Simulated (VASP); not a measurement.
A run of VASP 6.6.1:

The input INCAR:

```
PREC     = Accurate       # precision mode
ENCUT    = 520            # plane-wave cutoff, eV
EDIFF    = 1E-6           # SCF threshold, eV
ISMEAR   = -1             # smearing method
SIGMA    = 0.08           # smearing width, eV
LREAL    = False          # projectors in reciprocal space
LASPH    = True           # aspherical terms in the spheres
NELM     = 60             # most SCF steps
ALGO     = Normal         # electronic algorithm
ISIF     = 2              # what is computed and relaxed
LWAVE    = False          # write WAVECAR
LCHARG   = False          # write CHGCAR
GGA      = PE             # functional
NBANDS   = 13             # bands
```

Contents of KPOINTS:

```
regular mesh
0
Gamma
  17 17 17
```

POSCAR

```
Mo
1.0
   -1.4973038797      1.4973038797      1.4973038797
    1.4973038797     -1.4973038797      1.4973038797
    1.4973038797      1.4973038797     -1.4973038797
Mo
1
Direct
    0.0000000000      0.0000000000      0.0000000000
```

Potentials or basis: VASP PAW PBE potentials, release 64 (Mo_sv).

Command:

```sh
$ cat potpaw_PBE.64/Mo_sv/POTCAR > POTCAR
$ mpirun -np 1 vasp_std > vasp.out
```

Hardware: 1 thread of AMD EPYC 9R14 (Zen 4), on a shared host.

Problem. Estimate the wall time of this run.

Solution. Wall time 15 s on 1 thread of AMD EPYC 9R14 (Zen 4), on a shared host, peak memory 0.11 GiB. Counts: scf iterations 11, k points 165.
